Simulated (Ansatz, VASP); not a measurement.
# AlC5 in VASP and in Ansatz

```
Al C
1.0
     3.36209    0.00000    0.00000
    -1.68104    2.91165    0.00000
     0.00000    0.00000    7.93551
Al C
1 5
Direct
  0.00000 0.00000 0.50000
  0.00000 0.50000 0.00000
  0.50000 0.00000 0.00000
  0.50000 0.50000 0.00000
  0.66667 0.33333 0.50000
  0.33333 0.66667 0.50000
```

Change from the starting cell: species swapped into the YMg5 type (P-62m, No. 189).

Alike in both runs: functional PBE; k mesh 12 × 12 × 10; occupations gaussian, width 0.1 eV; no spin polarisation.

Ansatz relaxed the structure, and its values are those at the end. VASP's run is a single point on that final structure, the one shown.

|  | VASP | Ansatz |
| --- | --- | --- |
| version | VASP 6.6.1 | Ansatz 0.2.0 |
| potentials or method | VASP PAW PBE potentials, release 64 (Al, C), cutoff 520 eV | scalar-relativistic, plane waves, PAW |
| valence electrons in the cell | 23 | 23 |

```csv
,VASP,Ansatz,Ansatz less VASP
gap on the k mesh at the Fermi level (eV),none,none,-
pressure (GPa),0.0,0.0,-0.01
```

A gap of «none» marks a metal or a gap that the smearing closes.
